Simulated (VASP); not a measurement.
Here is a VASP 6.6.1 calculation.

The input INCAR:

```
ALGO = Normal
EDIFF = 1E-6
ENCUT = 520
GGA = PE
GGA_COMPAT = False
ISIF = 2
ISMEAR = -1
ISYM = -1
LASPH = True
LCHARG = False
LREAL = Auto
LWAVE = False
NBANDS = 94
NELECT = 144.0
NELM = 120
PREC = Accurate
SIGMA = 0.01
```

File KPOINTS:

```
explicit points
1
Reciprocal
  0.25000000   0.25000000   0.25000000 1
```

The input POSCAR:

```
B17SeN17
1.0
    7.4650312844      0.0000000000      0.0000000000
   -3.7325156422      6.4649067324      0.0000000000
    0.0000000000      0.0000000000      6.4954828762
B N Se
17 17 1
Direct
    0.1578093077      0.3060122657      0.2379057290
    0.1566699319      0.0167569308      0.7221230646
    0.1570372712      0.6386711827      0.2499948864
    0.1782147220      0.3613926020      0.7796433623
    0.1579807307      0.9735536475      0.2320379375
    0.1766125567      0.6905894923      0.7428971192
    0.4911322409      0.3077556025      0.2164119832
    0.5229170091      0.0170184608      0.7201988349
    0.4898950702      0.6382553032      0.2453143924
    0.4904359481      0.9734404688      0.2318973947
    0.5010394279      0.6774573402      0.7913030742
    0.8231447960      0.3061930534      0.2368778944
    0.8389662329      0.0149962649      0.7764599066
    0.8232548174      0.6385438639      0.2426416450
    0.8461878138      0.3608986005      0.7773731333
    0.8235067913      0.9723022117      0.2420349864
    0.8394573072      0.6775260852      0.7915724328
    0.0583335555      0.1316723392      0.7699967565
    0.2669563149      0.1953552887      0.2145144417
    0.0667270154      0.4684154322      0.7442852206
    0.2672287938      0.5275505907      0.2583329324
    0.0625166896      0.7991366308      0.7461939889
    0.2674536150      0.8605578580      0.2306503720
    0.6019163136      0.1956006059      0.2157731822
    0.3854660528      0.4671646543      0.8313232333
    0.6016218252      0.5292691915      0.2440501988
    0.3994187174      0.7985378660      0.7468475240
    0.6007056786      0.8619430794      0.2452668986
    0.7368272210      0.1311590689      0.7654866656
    0.9342259385      0.1949222267      0.2423547808
    0.7466371362      0.4678738299      0.8277838844
    0.9346872428      0.5281268483      0.2530496847
    0.7282861459      0.7934444180      0.7867747352
    0.9349991161      0.8621421212      0.2438389430
    0.4286461639      0.1947384371      0.6320096222
```

Potentials or basis: VASP PAW PBE potentials, release 64 (B, N, Se).

Run with:

```sh
$ cat potpaw_PBE.64/B/POTCAR potpaw_PBE.64/N/POTCAR potpaw_PBE.64/Se/POTCAR > POTCAR
$ mpirun -np 1 vasp_std > vasp.out
```

Problem. Predict the largest force.

Solution. 0.088 eV/Å.

Forces in eV/Å, atoms in the order of the input:
```
B    0.004 -0.001  0.006
B   -0.006 -0.029  0.013
B   -0.002  0.003  0.003
B   -0.001 -0.039 -0.004
B    0.001 -0.001 -0.004
B   -0.003 -0.002 -0.005
B   -0.004  0.006 -0.005
B    0.011 -0.029  0.012
B    0.000  0.001  0.008
B   -0.002  0.001 -0.006
B    0.018  0.007  0.007
B   -0.002  0.002  0.002
B   -0.004  0.001  0.007
B   -0.001  0.003  0.008
B    0.002 -0.033  0.002
B    0.000  0.001 -0.001
B   -0.015  0.008  0.006
N    0.002  0.019 -0.003
N   -0.002  0.003 -0.005
N    0.002  0.001  0.007
N   -0.001  0.000 -0.005
N    0.000 -0.002  0.001
N    0.001 -0.004 -0.001
N    0.001  0.000 -0.005
N    0.011 -0.006  0.003
N    0.000 -0.003 -0.005
N    0.000 -0.001  0.000
N    0.001 -0.001  0.000
N    0.002  0.016  0.001
N    0.001  0.000 -0.003
N   -0.007 -0.006 -0.003
N    0.000 -0.002 -0.005
N   -0.002  0.003  0.003
N   -0.001  0.000 -0.002
Se  -0.001  0.084 -0.027
```

Caveat: the cell carries a net charge on a neutralising background, which shifts energy and pressure.
